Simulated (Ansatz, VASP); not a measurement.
P: VASP beside Ansatz

Contents of INCAR:

```
SYSTEM = P
PREC = Accurate
ENCUT = 520
EDIFF = 1E-6
ISMEAR = 0
SIGMA = 0.15
LREAL = .False.
LASPH = .True.
NELM = 80
ALGO = Normal
ISIF = 2
LWAVE = .False.
LCHARG = .False.
GGA = PE
IVDW = 12
NBANDS = 12
```

File KPOINTS:

```
regular mesh
0
Gamma
  24 24 24
  0 0 0
```

File POSCAR:

```
P
1.0
    1.5767427188      0.9103328331      2.8021506996
   -1.5767427188      0.9103328331      2.8021506996
    0.0000000000     -1.8206656662      2.8021506996
P
2
Direct
    0.2336660455      0.2336660455      0.2336660455
    0.7663339545      0.7663339545      0.7663339545
```

Input for Ansatz:

```yaml
crystal:
  lattice:
    - [1.5767427188, 0.9103328331, 2.8021506996]
    - [-1.5767427188, 0.9103328331, 2.8021506996]
    - [0.0, -1.8206656662, 2.8021506996]
  atoms:
    - { symbol: P, position: [0.2336660455, 0.2336660455, 0.2336660455] }
    - { symbol: P, position: [0.7663339545, 0.7663339545, 0.7663339545] }
basis:
  ecutwfc: 420
kpoints:
  mp_grid: { grid: [24, 24, 24] }
hamiltonian:
  xc: pbe
  dispersion: d3bj
scf:
  occupations: { method: gaussian, width: 0.15 }
output:
  forces: true
  stress: true
  eigenvalues: true
```

Change from the starting cell: strain -0.080 along x and y, -0.040 along z, atoms carried along.

Alike in both runs: task single point; functional PBE; dispersion D3(BJ); k mesh 24 × 24 × 24; occupations gaussian, width 0.15 eV; no spin polarisation.

```csv
,VASP,Ansatz
version,VASP 6.6.1,Ansatz 0.2.0
potentials or method,"VASP PAW PBE potentials, release 64 (P), cutoff 520 eV","scalar-relativistic, plane waves, PAW"
valence electrons in the cell,10,10
```

```csv
,VASP,Ansatz,Ansatz less VASP
gap on the k mesh at the Fermi level (eV),none,none,-
pressure (GPa),33.9,34.5,+0.62
"traceless stress, the component that is largest in VASP (GPa)",-10.47,-10.61,-0.139
rms of the force components (eV/Å),0.800,0.840,+0.0401
```

Atom by atom the forces differ by 0.040 eV/Å (rms over components). A gap of «none» marks a metal or a gap that the smearing closes. Both programs put the cell under a high pressure, so it lies far from rest at this level.
